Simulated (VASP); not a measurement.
Wanted: the native input for a VASP 6.6.1 run.

```yaml
Task: single point
Functional: r2SCAN
Potentials_or_basis: VASP PAW PBE potentials, release 64 (Si)
Cutoff: 520 eV
k_mesh: 12 × 12 × 12
Occupations: gaussian, width 0.15 eV
Spin: no spin polarisation
Dipole_correction: no
Further_INCAR_settings: ALGO = Normal; EDIFF = 1e-06; NBANDS = 26
```

Crystal: Si.

```
Si
1.0
     0.00000    0.00000    4.98760
     2.62900   -4.55356    0.00000
     2.62900    4.55356    0.00000
Si
8
Direct
  0.00000 0.50000 0.00000
  0.50000 0.50000 0.00000
  0.00000 0.00000 0.00000
  0.50000 0.00000 0.00000
  0.00000 0.50000 0.50000
  0.50000 0.50000 0.50000
  0.00000 0.00000 0.50000
  0.50000 0.00000 0.50000
```

This isn't the form of Si at room conditions, which is diamond.

One way to write it, as run:

POSCAR

```
Si
1.0
    0.0000000000      0.0000000000      4.9875981450
    2.6290009028     -4.5535631368      0.0000000000
    2.6290009027      4.5535631368      0.0000000000
Si
8
Direct
    0.0000000000      0.5000000000      0.0000000000
    0.5000000000      0.5000000000      0.0000000000
    0.0000000000      0.0000000000      0.0000000000
    0.5000000000      0.0000000000      0.0000000000
    0.0000000000      0.5000000000      0.5000000000
    0.5000000000      0.5000000000      0.5000000000
    0.0000000000      0.0000000000      0.5000000000
    0.5000000000      0.0000000000      0.5000000000
```

INCAR.step1

```
ALGO     = Normal         # electronic algorithm
EDIFF    = 1E-4           # SCF threshold, eV
ENCUT    = 520            # plane-wave cutoff, eV
GGA      = PE             # functional
ISMEAR   = 0              # smearing method
LASPH    = T              # aspherical terms in the spheres
LCHARG   = F              # write CHGCAR
LREAL    = F              # projectors in reciprocal space
LWAVE    = T              # write WAVECAR
NBANDS   = 26             # bands
NELM     = 100            # most SCF steps
PREC     = Accurate       # precision mode
SIGMA    = 0.15           # smearing width, eV
```

INCAR.step2

```
ALGO     = Normal         # electronic algorithm
EDIFF    = 1E-6           # SCF threshold, eV
ENCUT    = 520            # plane-wave cutoff, eV
ISIF     = 2              # what is computed and relaxed
ISMEAR   = 0              # smearing method
ISTART   = 1            
LASPH    = T              # aspherical terms in the spheres
LCHARG   = F              # write CHGCAR
LMIXTAU  = T            
LREAL    = F              # projectors in reciprocal space
LWAVE    = F              # write WAVECAR
METAGGA  = R2SCAN         # meta-GGA
NBANDS   = 26             # bands
NELM     = 100            # most SCF steps
PREC     = Accurate       # precision mode
SIGMA    = 0.15           # smearing width, eV
```

KPOINTS

```
k-points
0
Gamma
  12 12 12
```

Potentials or basis: VASP PAW PBE potentials, release 64 (Si).

Command:

```console
$ cat potpaw_PBE.64/Si/POTCAR > POTCAR
$ cp INCAR.step1 INCAR
$ mpirun -np 1 vasp_std > vasp.out
$ cp INCAR.step2 INCAR
$ mpirun -np 1 vasp_std > vasp.out
```

It gave:

```
Pressure               : -0.1 GPa
Band gap on the k mesh : zero (bands 16 and 17 overlap by 3.62 eV)
```

Caveat: the PAW data sets were made with another functional, which shifts forces and pressure a little.

Wall time 7.5 min on 1 thread of Intel(R) Xeon(R) 6975P-C (Granite Rapids) (shared host), peak memory 0.43 GiB.
